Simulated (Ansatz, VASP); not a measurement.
One calculation of Rb, two programs

File INCAR:

```
SYSTEM = Rb
PREC     = Accurate       ! precision mode
ENCUT    = 520            ! plane-wave cutoff, eV
EDIFF    = 1E-6           ! SCF threshold, eV
ISMEAR   = -1             ! smearing method
SIGMA    = 0.03           ! smearing width, eV
LREAL    = .FALSE.        ! projectors in reciprocal space
LASPH    = .TRUE.         ! aspherical terms in the spheres
NELM     = 100            ! most SCF steps
ALGO     = Normal         ! electronic algorithm
ISIF     = 2              ! what is computed and relaxed
LWAVE    = .FALSE.        ! write WAVECAR
LCHARG   = .FALSE.        ! write CHGCAR
GGA      = PE             ! functional
NBANDS   = 16             ! bands
```

The input KPOINTS:

```
Automatic mesh
0
G
  11 11 6
  0 0 0
```

File POSCAR:

```
Rb
1.0
    5.1007145024      0.0000000000      0.0000000000
   -2.5503572512      4.4173483365      0.0000000000
    0.0000000000      0.0000000000      8.4465023350
Rb
2
Direct
    0.3333333333      0.6666666667      0.2500000000
    0.6666666667      0.3333333333      0.7500000000
```

Input for Ansatz:

```yaml
crystal:
  lattice:
    - [5.1007145024, 0.0, 0.0]
    - [-2.5503572512, 4.4173483365, 0.0]
    - [0.0, 0.0, 8.446502335]
  atoms:
    - { symbol: Rb, position: [0.3333333333, 0.6666666667, 0.25] }
    - { symbol: Rb, position: [0.6666666667, 0.3333333333, 0.75] }
kpoints:
  mp_grid: { grid: [11, 11, 6] }
scf:
  occupations: { method: fermi_dirac, width: 0.03 }
hamiltonian:
  xc: pbe
  pseudopotentials: { kind: all_electron, lapw: { basis_error: 0.00025 } }
output:
  forces: true
  stress: true
  eigenvalues: true
```

Change from the starting cell: volume scaled by 1.04.

Alike in both runs: task single point; functional PBE; k mesh 11 × 11 × 6; occupations fermi-dirac, width 0.03 eV; no spin polarisation.

```csv
,VASP,Ansatz
version,VASP 6.6.1,Ansatz 0.2.0
potentials or method,"VASP PAW PBE potentials, release 64 (Rb_sv), cutoff 520 eV","all-electron LAPW, scalar-relativistic"
```

```tsv
	VASP	Ansatz	Ansatz less VASP
pressure (GPa)	-0.1	-0.1	0.00
```

Ansatz ran all-electron here, and VASP with PAW potentials.
